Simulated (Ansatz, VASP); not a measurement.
**BaMo3 in VASP and in Ansatz**

```
Ba Mo
1.0
     7.75709    0.00000    0.00000
    -3.87854    6.71783    0.00000
     0.00000    0.00000    4.27760
Ba Mo
2 6
Direct
  0.33333 0.66667 0.25000
  0.66667 0.33333 0.75000
  0.88714 0.77428 0.25000
  0.11286 0.88714 0.75000
  0.22572 0.11286 0.25000
  0.11286 0.22572 0.75000
  0.88714 0.11286 0.25000
  0.77428 0.88714 0.75000
```

Alike in both runs: functional PBE; k mesh 3 × 3 × 4; occupations gaussian, width 0.1 eV; no spin polarisation.

Ansatz relaxed the structure, and its values are those at the end. VASP's run is a single point on that final structure, the one shown.

|  | VASP | Ansatz |
| --- | --- | --- |
| version | VASP 6.6.1 | Ansatz 0.2.0 |
| potentials or method | VASP PAW PBE potentials, release 64 (Ba_sv, Mo_sv), cutoff 520 eV | scalar-relativistic, plane waves, PAW |
| valence electrons in the cell | 104 | 104 |

VASP gave:

```
gap on the k mesh at the Fermi level (eV) : none
pressure (GPa)                            : 0.3
rms of the force components (eV/Å)        : 0.014
```

Question: What did Ansatz give for the same quantities?

Answer: gap on the k mesh at the Fermi level (eV): none; pressure (GPa): 0.0; rms of the force components (eV/Å): 0.000.

A gap of «none» marks a metal or a gap that the smearing closes.

The k mesh is coarse, so the values compare programs but aren't converged. Spin-orbit coupling is off throughout.
